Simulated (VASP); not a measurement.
The system is BeS.

```xyz
2
Lattice="0.0000 2.3146 2.3146 2.3146 0.0000 2.3146 2.3146 2.3146 0.0000" Properties=species:S:1:pos:R:3 pbc="T T T"
Be    0.0000    0.0000    0.0000
S     2.3146    2.3146    2.3146
```

```yaml
Program: VASP 6.6.1
Task: relaxation of cell and atoms
Functional: LDA
Potentials_or_basis: VASP PAW LDA potentials, release 64 (Be, S)
Cutoff: 600 eV
k_mesh: 8 × 8 × 8
Occupations: fermi-dirac, width 0.02 eV
Spin: no spin polarisation
```

At the start: pressure -5.1 GPa; volume 12.40 Å³/atom.

Problem. How do energy, volume and symmetry change on relaxing?

Solution. Over 3 steps the energy falls by 9.4 meV/atom and the volume is 11.83 Å³/atom (-4.6 %); space group Fm-3m (No. 225, to 0.05 Å).

Step by step:
```csv
step,energy change (eV),largest force (eV/Å),pressure (GPa),volume (Å³)
1,0.0000,0.0000,-5.09,24.80
2,-0.0177,0.0000,1.31,23.41
3,-0.0187,0.0000,-0.01,23.67
```

Final structure:
```xyz
2
Lattice="0.0000 2.2787 2.2787 2.2787 0.0000 2.2787 2.2787 2.2787 0.0000" Properties=species:S:1:pos:R:3 pbc="T T T"
Be    0.0000    0.0000    0.0000
S     2.2787    2.2787    2.2787
```
